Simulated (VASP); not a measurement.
# AlCu3 (Pm-3m) in VASP: notebook, part 2 of 2

VASP 6.6.1.

**3. Relaxation of cell and atoms, PBEsol**

This run uses another cell than the first one, of 12.03 Å³/atom.

INCAR

```
ALGO     = Normal         # electronic algorithm
EDIFF    = 1E-7           # SCF threshold, eV
EDIFFG   = -0.03          # ionic threshold
ENCUT    = 600            # plane-wave cutoff, eV
GGA      = PS             # functional
GGA_COMPAT= False        
IBRION   = 2              # ionic algorithm
ISIF     = 3              # what is computed and relaxed
ISMEAR   = 0              # smearing method
LASPH    = True           # aspherical terms in the spheres
LCHARG   = False          # write CHGCAR
LREAL    = False          # projectors in reciprocal space
LWAVE    = False          # write WAVECAR
NELM     = 120            # most SCF steps
NELMIN   = 4            
NSW      = 80             # ionic steps
PREC     = Accurate       # precision mode
SIGMA    = 0.05           # smearing width, eV
```

KPOINTS

```
k-points
0
Gamma
  5 5 5
```

POSCAR

```
AlCu3
1.0
    3.6373770000      0.0000000000      0.0000000000
    0.0000000000      3.6373770000      0.0000000000
    0.0000000000      0.0000000000      3.6373770000
Al Cu
1 3
Direct
    0.0000000000      0.0000000000      0.0000000000
    0.5000000000      0.5000000000      0.0000000000
    0.5000000000      0.0000000000      0.5000000000
    0.0000000000      0.5000000000      0.5000000000
```

Potentials or basis: VASP PAW PBE potentials, release 64 (Al, Cu).

Launch:

```bash
cat potpaw_PBE.64/Al/POTCAR potpaw_PBE.64/Cu/POTCAR > POTCAR
mpirun -np 1 vasp_std > vasp.out
```

OUTCAR:

```text
EDIFF = 1E-7
   EDIFFG = -0.03
   ENCUT = 600
   GGA = PS
   IBRION = 2
   ISIF = 3
   ISMEAR = 0
   LASPH = True
   LREAL = False
   NELM = 120
   NELMIN = 4
   NSW = 80
   PREC = Accurate

 ion  position               nearest neighbor table
   1  0.000  0.000  0.000-   2 2.57   3 2.57   4 2.57   3 2.57   4 2.57   2 2.57   4 2.57   4 2.57
                             2 2.57   3 2.57   3 2.57   2 2.57
   2  0.500  0.500  0.000-   1 2.57   3 2.57   4 2.57   3 2.57   4 2.57   1 2.57   3 2.57   3 2.57
                             1 2.57   4 2.57   4 2.57   1 2.57
   3  0.500  0.000  0.500-   1 2.57   2 2.57   4 2.57   1 2.57   2 2.57   2 2.57   4 2.57   2 2.57
                             1 2.57   4 2.57   1 2.57   4 2.57
   4  0.000  0.500  0.500-   1 2.57   2 2.57   3 2.57   1 2.57   2 2.57   1 2.57   3 2.57   1 2.57
                             2 2.57   3 2.57   2 2.57   3 2.57

  LATTYP: Found a simple cubic cell.
 ALAT       =     3.6373770000

  Lattice vectors:

 A1 = (   3.6373770000,   0.0000000000,   0.0000000000)
 A2 = (   0.0000000000,   3.6373770000,   0.0000000000)
 A3 = (   0.0000000000,   0.0000000000,   3.6373770000)

Analysis of symmetry for initial positions (statically):
=====================================================================
[... 167 lines left out ...]
 fundamental gap:      0.5165826877
 Fermi energy:         8.8378300568

 k-point     1 :       0.0000    0.0000    0.0000
  band No.  band energies     occupation
      1      -2.1194      2.00000
      2       3.1657      2.00000
      3       3.7263      2.00000
      4       3.7263      2.00000
      5       4.0000      2.00000
      6       4.0000      2.00000
[... 239 lines left out ...]
     21      10.6666      0.00000
     22      10.6666      0.00000

------------------------ aborting loop because EDIFF is reached ----------------------------------------

  FORCE on cell =-STRESS in cart. coord.  units (eV):
  Direction    XX          YY          ZZ          XY          YZ          ZX
  --------------------------------------------------------------------------------------
  -------------------------------------------------------------------------------------
  Total        0.0056811      0.0056811      0.0056811     -0.0000000     -0.0000000      0.0000000
  in kB        0.1891392      0.1891392      0.1891392     -0.0000000     -0.0000000      0.0000000
  external PRESSURE =       0.1891392 kB  Pullay stress =       0.0000000 kB

 VOLUME and BASIS-vectors are now :
 -----------------------------------------------------------------------------
  energy-cutoff  :      600.00
  volume of cell :       48.12
      direct lattice vectors                 reciprocal lattice vectors
     3.637377000  0.000000000  0.000000000     0.274923386  0.000000000  0.000000000
     0.000000000  3.637377000  0.000000000     0.000000000  0.274923386  0.000000000
     0.000000000  0.000000000  3.637377000     0.000000000  0.000000000  0.274923386

 POSITION                                       TOTAL-FORCE (eV/Angst)
 -----------------------------------------------------------------------------------
      0.00000      0.00000      0.00000         0.000000      0.000000      0.000000
      1.81869      1.81869      0.00000         0.000000      0.000000      0.000000
      1.81869      0.00000      1.81869         0.000000      0.000000      0.000000
      0.00000      1.81869      1.81869         0.000000      0.000000      0.000000
 -----------------------------------------------------------------------------------
    total drift:                                0.000000      0.000000     -0.000000

  FREE ENERGIE OF THE ION-ELECTRON SYSTEM (eV)
  ---------------------------------------------------
  free  energy   TOTEN  =       -17.7409390252 eV

  energy  without entropy=      -17.7362735761  energy(sigma->0) =      -17.73860630

 reached required accuracy - stopping structural energy minimisation
```

OSZICAR:

```text
N       E                     dE             d eps       ncg     rms          rms(c)
DAV:   1     0.262961015860E+03    0.26296E+03   -0.17655E+04   440   0.284E+03
DAV:   2    -0.323346715318E+01   -0.26619E+03   -0.26028E+03   440   0.425E+02
DAV:   3    -0.221647296155E+02   -0.18931E+02   -0.18185E+02   542   0.163E+02
DAV:   4    -0.225555974859E+02   -0.39087E+00   -0.39007E+00   658   0.264E+01
DAV:   5    -0.225610972968E+02   -0.54998E-02   -0.54996E-02   684   0.267E+00    0.184E+01
DAV:   6    -0.213693781266E+02    0.11917E+01   -0.71337E+01   524   0.206E+02    0.121E+01
DAV:   7    -0.177828884612E+02    0.35865E+01   -0.15398E+01   514   0.951E+01    0.988E-01
DAV:   8    -0.177716418840E+02    0.11247E-01   -0.71712E-01   606   0.130E+01    0.126E+00
DAV:   9    -0.177414081389E+02    0.30234E-01   -0.63812E-02   636   0.565E+00    0.172E-01
DAV:  10    -0.177411825845E+02    0.22555E-03   -0.18115E-03   524   0.538E-01    0.108E-01
DAV:  11    -0.177409354212E+02    0.24716E-03   -0.89423E-04   632   0.660E-01    0.152E-02
DAV:  12    -0.177409420327E+02   -0.66115E-05   -0.63287E-05   688   0.994E-02    0.108E-02
DAV:  13    -0.177409393276E+02    0.27051E-05   -0.10919E-05   684   0.582E-02    0.407E-03
DAV:  14    -0.177409390293E+02    0.29824E-06   -0.81041E-07   538   0.170E-02    0.141E-03
DAV:  15    -0.177409390252E+02    0.41946E-08   -0.37825E-08   328   0.231E-03
   1 F= -.17740939E+02 E0= -.17738606E+02  d E =-.177409E+02
```

Wall time 8.5 s (1 thread of Intel Xeon 6975P-C (Granite Rapids), shared host); peak memory 0.17 GiB.

Results:

* Free energy: -17.7409 eV
* Pressure after relaxing: 0.0 GPa
* Band gap on the k mesh: zero (bands 18 and 19 overlap by 4.21 eV)

Final structure:
```
Al Cu
1.0
     3.63738    0.00000    0.00000
     0.00000    3.63738    0.00000
     0.00000    0.00000    3.63738
Al Cu
1 3
Direct
  0.00000 0.00000 0.00000
  0.50000 0.50000 0.00000
  0.50000 0.00000 0.50000
  0.00000 0.50000 0.50000
```

Caveat: the relaxation stopped at its first step, so nothing moved; the PAW data sets were made with another functional, which shifts forces and pressure a little.
